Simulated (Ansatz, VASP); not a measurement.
One calculation of HfN, two programs

```
Hf N
1.0
     3.09901    0.00000    0.00000
    -1.54951    2.68383    0.00000
     0.00000    0.00000    2.91300
Hf N
1 1
Direct
  0.00000 0.00000 0.00000
  0.66667 0.33333 0.50000
```

Alike in both runs: task single point; functional LDA; k mesh 14 × 14 × 12; occupations gaussian, width 0.05 eV; no spin polarisation.

|  | VASP | Ansatz |
| --- | --- | --- |
| version | VASP 6.6.1 | Ansatz 0.2.0 |
| potentials or method | VASP PAW LDA potentials, release 64 (Hf_pv, N), cutoff 600 eV | scalar-relativistic, plane waves, PAW |
| valence electrons in the cell | 15 | 31 |

|  | VASP | Ansatz | Ansatz less VASP |
| --- | --- | --- | --- |
| gap on the k mesh at the Fermi level (eV) | none | none | - |
| pressure (GPa) | -14.8 | -13.8 | +1.07 |
| traceless stress, the component that is largest in VASP (GPa) | -1.80 | -1.50 | +0.294 |

LDA's correlation is that of Perdew and Zunger in VASP and of Perdew and Wang (1992) in Ansatz. A gap of «none» marks a metal or a gap that the smearing closes. VASP's potentials hold 15 valence electrons a cell and Ansatz's 31, so a difference there can come from the potentials and not from the codes.

Neither program's run includes spin-orbit coupling.
